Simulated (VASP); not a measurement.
# ZrGe2Pd3 (P6mm) in VASP: single point with PBE

Aim: the single point of ZrGe2Pd3 with PBE.

All numbers are computed with VASP 6.6.1; they aren't measurements. Logs are shortened: lines on timing, memory, paths and dates and some standing lists are left out, and cuts for length are marked.

## 1. The cell of the first run

Symmetry: P6mm, No. 183, hexagonal system. Conventional cell: a = 4.628 Å, b = 4.628 Å, c = 5.506 Å, α = 90.00°, β = 90.00°, γ = 120.00°. Within 3.6 Å of Zr (site symmetry 6mm) lie 8 Pd at 2.75 to 2.91 Å and 6 Ge at 3.18 Å. Within 3.5 Å of Ge (site symmetry 3m) lie 5 Pd at 2.63 to 2.88 Å and 3 Ge at 2.67 Å and 3 Zr at 3.18 Å. Within 3.6 Å of Pd (site symmetry 6mm) lie 2 Zr at 2.75 Å and 6 Ge at 2.86 Å and 6 Pd at 3.12 Å. Within 3.5 Å of Pd (site symmetry 3m) lie 2 Ge at 2.63 to 2.88 Å and 6 Pd at 2.67 to 3.12 Å and 3 Zr at 2.91 Å.

## 2. Single point, PBE

File INCAR:

```
SYSTEM = ZrGe2Pd3
ALGO = Normal
EDIFF = 1E-7
ENCUT = 520
GGA = PE
ISIF = 2
ISMEAR = 0
LASPH = .TRUE.
LCHARG = .FALSE.
LREAL = .FALSE.
LWAVE = .FALSE.
NBANDS = 44
NELM = 60
PREC = Accurate
SIGMA = 0.2
```

File KPOINTS:

```
k-points
0
G
  4 4 2
  0 0 0
```

File POSCAR:

```
ZrGe2Pd3
1.0
    4.6279948889     -0.0000000031      0.0000000000
   -2.3139974418      4.0079611439      0.0000000000
    0.0000000000      0.0000000000      5.5064810321
Zr Ge Pd
1 2 3
Direct
    0.0000000000      0.0000000000      0.4761227878
    0.3333333333      0.6666666667      0.1626884662
    0.6666666667      0.3333333333      0.1626884662
    0.0000000000      0.0000000000      0.9762528394
    0.3333333333      0.6666666667      0.6853631252
    0.6666666667      0.3333333333      0.6853631252
```

Potentials or basis: VASP PAW PBE potentials, release 64 (Zr_sv, Ge_d, Pd).

The run is started by

```sh
> cat potpaw_PBE.64/Zr_sv/POTCAR potpaw_PBE.64/Ge_d/POTCAR potpaw_PBE.64/Pd/POTCAR > POTCAR
> mpirun -np 1 vasp_std > vasp.out
```

OUTCAR:

```text
SYSTEM = ZrGe2Pd3
   EDIFF = 1E-7
   ENCUT = 520
   GGA = PE
   ISIF = 2
   ISMEAR = 0
   LASPH = .TRUE.
   LREAL = .FALSE.
   NELM = 60
   PREC = Accurate

 ion  position               nearest neighbor table
   1  0.000  0.000  0.476-   4 2.75   4 2.75   5 2.91   6 2.91   5 2.91   6 2.91   6 2.91   5 2.91
                             3 3.18   2 3.18   2 3.18   3 3.18   2 3.18   3 3.18
   2  0.333  0.667  0.163-   5 2.63   3 2.67   3 2.67   3 2.67   4 2.86   4 2.86   4 2.86   5 2.88
                             1 3.18   1 3.18   1 3.18
   3  0.667  0.333  0.163-   6 2.63   2 2.67   2 2.67   2 2.67   4 2.86   4 2.86   4 2.86   6 2.88
                             1 3.18   1 3.18   1 3.18
   4  0.000  0.000  0.976-   1 2.75   1 2.75   3 2.86   2 2.86   2 2.86   3 2.86   3 2.86   2 2.86
                             6 3.12   5 3.12   6 3.12   5 3.12   6 3.12   5 3.12
   5  0.333  0.667  0.685-   2 2.63   6 2.67   6 2.67   6 2.67   2 2.88   1 2.91   1 2.91   1 2.91
                             4 3.12   4 3.12   4 3.12
   6  0.667  0.333  0.685-   3 2.63   5 2.67   5 2.67   5 2.67   3 2.88   1 2.91   1 2.91   1 2.91
                             4 3.12   4 3.12   4 3.12

  LATTYP: Found a hexagonal cell.
 ALAT       =     4.6279948889
 C/A-ratio  =     1.1898200331

  Lattice vectors:

 A1 = (   4.6279948889,  -0.0000000031,   0.0000000000)
 A2 = (  -2.3139974418,   4.0079611439,   0.0000000000)
 A3 = (   0.0000000000,   0.0000000000,   5.5064810321)

Analysis of symmetry for initial positions (statically):
=====================================================================
 Subroutine PRICEL returns:
 Original cell was already a primitive cell.

 Routine SETGRP: Setting up the symmetry group for a
 hexagonal supercell.

 Subroutine GETGRP returns: Found 12 space group operations
 (whereof 12 operations were pure point group operations)
 out of a pool of 24 trial point group operations.

The static configuration has the point symmetry C_6v.

Analysis of symmetry for dynamics (positions and initial velocities):
=====================================================================
 Subroutine PRICEL returns:
 Original cell was already a primitive cell.

 Routine SETGRP: Setting up the symmetry group for a
 hexagonal supercell.

 Subroutine GETGRP returns: Found 12 space group operations
 (whereof 12 operations were pure point group operations)
 out of a pool of 24 trial point group operations.

The dynamic configuration has the point symmetry C_6v.

 Subroutine INISYM returns: Found 12 space group operations
 (whereof 12 operations are pure point group operations),
 and found     1 'primitive' translations

----------------------------------------------------------------------------------------

                                     Primitive cell

  volume of cell :     102.1387

  direct lattice vectors                    reciprocal lattice vectors
     4.627994889 -0.000000003  0.000000000     0.216076297  0.124751708  0.000000000
    -2.313997442  4.007961144  0.000000000     0.000000000  0.249503417  0.000000000
     0.000000000  0.000000000  5.506481032     0.000000000  0.000000000  0.181604185

  length of vectors
     4.627994889  4.627994889  5.506481032     0.249503417  0.249503417  0.181604185

  position of ions in fractional coordinates (direct lattice)
     0.000000000  0.000000000  0.476122788
     0.333333333  0.666666667  0.162688466
     0.666666667  0.333333333  0.162688466
     0.000000000  0.000000000  0.976252839
     0.333333333  0.666666667  0.685363125
     0.666666667  0.333333333  0.685363125

  ion indices of the primitive-cell ions
   primitive index   ion index
                 1           1
                 2           2
                 3           3
                 4           4
                 5           5
                 6           6

----------------------------------------------------------------------------------------

 KPOINTS: k-points

Automatic generation of k-mesh.
 Grid dimensions read from file:
 generate k-points for:    4    4    2

 Generating k-lattice:

  Cartesian coordinates                     Fractional coordinates (reciprocal lattice)
     0.054019074  0.031187927  0.000000000     0.250000000  0.000000000  0.000000000
     0.000000000  0.062375854  0.000000000     0.000000000  0.250000000  0.000000000
     0.000000000  0.000000000  0.090802092     0.000000000  0.000000000  0.500000000

  Length of vectors
     0.062375854  0.062375854  0.090802092

  Shift w.r.t. Gamma in fractional coordinates (k-lattice)
     0.000000000  0.000000000  0.000000000

 Subroutine IBZKPT returns following result:
 ===========================================

 Found      8 irreducible k-points:

 Following reciprocal coordinates:
            Coordinates               Weight
  0.000000  0.000000  0.000000      1.000000
  0.250000  0.000000  0.000000      6.000000
  0.500000  0.000000  0.000000      3.000000
  0.250000  0.250000  0.000000      6.000000
  0.000000  0.000000  0.500000      1.000000
  0.250000  0.000000  0.500000      6.000000
  0.500000  0.000000  0.500000      3.000000
  0.250000  0.250000  0.500000      6.000000
   k-points           NKPTS =      8   k-points in BZ     NKDIM =      8   number of bands    NBANDS=     44
   number of dos      NEDOS =    301   number of ions     NIONS =      6
   total plane-waves  NPLWV =  54432
   dimension x,y,z NGX =    36 NGY =   36 NGZ =   42
   dimension x,y,z NGXF=    72 NGYF=   72 NGZF=   84
   ions per type =               1   2   3
   NGX,Y,Z   is equivalent  to a cutoff of  12.93, 12.93, 12.68 a.u.
   NGXF,Y,Z  is equivalent  to a cutoff of  25.86, 25.86, 25.36 a.u.
 SYSTEM =  ZrGe2Pd3
   PREC   = accura    normal or accurate (medium, high low for compatibility)
   ISTART =      0    job   : 0-new  1-cont  2-samecut
   ICHARG =      2    charge: 1-file 2-atom 10-const
   ISPIN  =      1    spin polarized calculation?
   LNONCOLLINEAR =      F non collinear calculations
   LSORBIT =      F    spin-orbit coupling
   LASPH  =      T    aspherical Exc in radial PAW
   ENCUT  =  520.0 eV  38.22 Ry    6.18 a.u.   8.61  8.61 10.24*2*pi/ulx,y,z
   NELM   =     60;   NELMIN=  2; NELMDL= -5     # of ELM steps
   EDIFF  = 0.1E-06   stopping-criterion for ELM
   LREAL  =      F    real-space projection
   EDIFFG = 0.1E-05   stopping-criterion for IOM
   NSW    =      0    number of steps for IOM
   IBRION =     -1    ionic relax: 0-MD 1-quasi-New 2-CG
   NFREE  =      0    steps in history (QN), initial steepest desc. (CG)
   ISIF   =      2    stress and relaxation
   ISYM   =      2    0-nonsym 1-usesym 2-fastsym
   POTIM  = 0.5000    time-step for ionic-motion
   TEBEG  =    0.0;   TEEND  =   0.0 temperature during run
   PSTRESS=    0.0 pullay stress
   NELECT =      70.0000    total number of electrons
   NUPDOWN=      -1.0000    fix difference up-down
   EMIN   =  10.00;   EMAX   =-10.00  energy-range for DOS
   EFERMI =   0.00;   METHOD = LEGACY
   ISMEAR =     0;   SIGMA  =   0.20  broadening in eV -4-tet -1-fermi 0-gaus
   EFERMI_NEDOS =   21; number of points for ismear=-14 and -15
   IALGO  =     38    algorithm
   IMIX   =      4    mixing-type and parameters
     AMIX     =   0.40;   BMIX     =  1.00
     AMIX_MAG =   1.60;   BMIX_MAG =  1.00
  volume/ion in A,a.u.               =      17.02       114.88
  Fermi-wavevector in a.u.,A,eV,Ry     =   1.443369  2.727572 28.345204  2.083314
  Thomas-Fermi vector in A             =   2.561784
   LORBIT       =      0    0 simple, 1 ext, 2 COOP (PROOUT), +10 PAW based schemes
   GGA     = PE    functional components
   LHFCALC =     F    Hartree Fock is set to
   AEXX    =    0.0000 exact exchange contribution
   IVDW    =     0    specifies the selected vdW correction
   LEPSILON=     F    determine dielectric tensor
   LRPA    =     F    only Hartree local field effects (RPA)
 non-spin polarized calculation
 Gauss-broadening in eV      SIGMA  =   0.20
  energy-cutoff  :      520.00
  volume of cell :      102.14
 maximum number of plane-waves:      2804
 NGX is ok and might be reduce to    36
   NGX = 17   NGY = 17   NGZ = 21

 number of electron      69.9999972 magnetization

 Free energy of the ion-electron system (eV)
  ---------------------------------------------------
  ext. energy  EPLUGINS =         0.00000000
  ---------------------------------------------------
  free energy    TOTEN  =       -35.48236683 eV

  energy without entropy =      -35.41595309  energy(sigma->0) =      -35.44915996

 E-fermi :   9.3089     XC(G=0): -12.2053

 val. band max:        9.2871507570   @ k =   0.2500   0.0000   0.5000
 cond. band min:       9.3359545012   @ k =   0.2500   0.0000   0.5000
 fundamental gap:      0.0488037443
 Fermi energy:         9.3089498797

 k-point     1 :       0.0000    0.0000    0.0000
  band No.  band energies     occupation
      1     -40.4408      2.00000
      2     -18.4885      2.00000
      3     -18.4281      2.00000
      4     -18.4281      2.00000
      5     -15.5863      2.00000
      6     -15.5863      2.00000
[... 36 lines left out ...]
     43      12.4273      0.00000
     44      14.8447      0.00000

 k-point     2 :       0.2500    0.0000    0.0000
  band No.  band energies     occupation
      1     -40.4404      2.00000
      2     -18.4869      2.00000
      3     -18.4356      2.00000
      4     -18.4294      2.00000
      5     -15.6119      2.00000
      6     -15.6085      2.00000
[... 36 lines left out ...]
     43      12.4874      0.00000
     44      14.8918      0.00000

 k-point     3 :       0.5000    0.0000    0.0000
  band No.  band energies     occupation
      1     -40.4401      2.00000
      2     -18.4853      2.00000
      3     -18.4428      2.00000
      4     -18.4307      2.00000
      5     -15.6290      2.00000
      6     -15.6259      2.00000
[... 36 lines left out ...]
     43      14.4837      0.00000
     44      14.6356      0.00000

 k-point     4 :       0.2500    0.2500    0.0000
  band No.  band energies     occupation
      1     -40.4401      2.00000
      2     -18.4854      2.00000
      3     -18.4398      2.00000
      4     -18.4336      2.00000
      5     -15.6444      2.00000
      6     -15.5991      2.00000
[... 36 lines left out ...]
     43      13.3197      0.00000
     44      13.6588      0.00000

 k-point     5 :       0.0000    0.0000    0.5000
  band No.  band energies     occupation
      1     -40.4399      2.00000
      2     -18.5087      2.00000
      3     -18.4286      2.00000
      4     -18.4286      2.00000
      5     -15.5863      2.00000
      6     -15.5863      2.00000
[... 36 lines left out ...]
     43      13.4350      0.00000
     44      13.5308      0.00000

 k-point     6 :       0.2500    0.0000    0.5000
  band No.  band energies     occupation
      1     -40.4395      2.00000
      2     -18.5069      2.00000
      3     -18.4360      2.00000
      4     -18.4299      2.00000
      5     -15.6119      2.00000
      6     -15.6083      2.00000
[... 36 lines left out ...]
     43      13.6981      0.00000
     44      14.2294      0.00000

 k-point     7 :       0.5000    0.0000    0.5000
  band No.  band energies     occupation
      1     -40.4392      2.00000
      2     -18.5052      2.00000
      3     -18.4432      2.00000
      4     -18.4312      2.00000
      5     -15.6290      2.00000
      6     -15.6257      2.00000
[... 36 lines left out ...]
     43      14.4038      0.00000
     44      15.1628      0.00000

 k-point     8 :       0.2500    0.2500    0.5000
  band No.  band energies     occupation
      1     -40.4392      2.00000
      2     -18.5053      2.00000
      3     -18.4402      2.00000
      4     -18.4341      2.00000
      5     -15.6443      2.00000
      6     -15.5989      2.00000
[... 36 lines left out ...]
     43      15.0824      0.00000
     44      15.4147      0.00000

------------------------ aborting loop because EDIFF is reached ----------------------------------------

  FORCE on cell =-STRESS in cart. coord.  units (eV):
  Direction    XX          YY          ZZ          XY          YZ          ZX
  --------------------------------------------------------------------------------------
  -------------------------------------------------------------------------------------
  Total        0.0527693      0.0527693      0.1906965     -0.0000000      0.0000000      0.0000000
  in kB        0.8277547      0.8277547      2.9913194     -0.0000000      0.0000000      0.0000000
  external PRESSURE =       1.5489429 kB  Pullay stress =       0.0000000 kB

 VOLUME and BASIS-vectors are now :
 -----------------------------------------------------------------------------
  energy-cutoff  :      520.00
  volume of cell :      102.14
      direct lattice vectors                 reciprocal lattice vectors
     4.627994889 -0.000000003  0.000000000     0.216076297  0.124751708  0.000000000
    -2.313997442  4.007961144  0.000000000     0.000000000  0.249503417  0.000000000
     0.000000000  0.000000000  5.506481032     0.000000000  0.000000000  0.181604185

 POSITION                                       TOTAL-FORCE (eV/Angst)
 -----------------------------------------------------------------------------------
      0.00000      0.00000      2.62176         0.000000      0.000000      0.018278
      0.00000      2.67197      0.89584         0.000000      0.000000      0.011540
      2.31400      1.33599      0.89584        -0.000000     -0.000000      0.011540
      0.00000      0.00000      5.37572        -0.000000     -0.000000     -0.023409
      0.00000      2.67197      3.77394         0.000000      0.000000     -0.008974
      2.31400      1.33599      3.77394        -0.000000      0.000000     -0.008974
 -----------------------------------------------------------------------------------
    total drift:                                0.000000      0.000000      0.001748

  FREE ENERGIE OF THE ION-ELECTRON SYSTEM (eV)
  ---------------------------------------------------
  free  energy   TOTEN  =       -35.4823668253 eV

  energy  without entropy=      -35.4159530873  energy(sigma->0) =      -35.44915996
```

It took 20 s on 1 thread of Intel Xeon 6975P-C (Granite Rapids), shared host; peak memory 0.23 GiB.

What came out:

```
Free energy            : -35.4824 eV
Pressure               : 0.2 GPa
Largest force          : 0.023 eV/Å
Band gap on the k mesh : 0.05 eV, direct
```

Forces on the atoms (eV/Å):
```
Zr   0.000  0.000  0.018
Ge   0.000  0.000  0.012
Ge   0.000  0.000  0.012
Pd   0.000  0.000 -0.023
Pd   0.000  0.000 -0.009
Pd   0.000  0.000 -0.009
```

Levels at points of the mesh, in eV from the valence-band top:
| k point | band 32 | band 33 | band 34 | band 35 | band 36 | band 37 | band 38 | band 39 |
| --- | --- | --- | --- | --- | --- | --- | --- | --- |
| (0.00, 0.00, 0.00) | -1.91 | -0.87 | -0.72 | -0.72 | 0.61 | 0.61 | 1.83 | 1.83 |
| (0.50, 0.00, 0.00) | -1.40 | -1.37 | -1.32 | -0.78 | 0.23 | 0.37 | 1.00 | 1.76 |
| (0.00, 0.00, 0.50) | -2.27 | -0.94 | -0.94 | -0.42 | 0.39 | 0.39 | 1.37 | 1.37 |
| (0.50, 0.00, 0.50) | -1.84 | -1.38 | -1.22 | -0.82 | 1.12 | 1.28 | 1.30 | 1.78 |

Caveat: the k points lie up to 0.57 Å⁻¹ apart. A k mesh can miss the band edges.
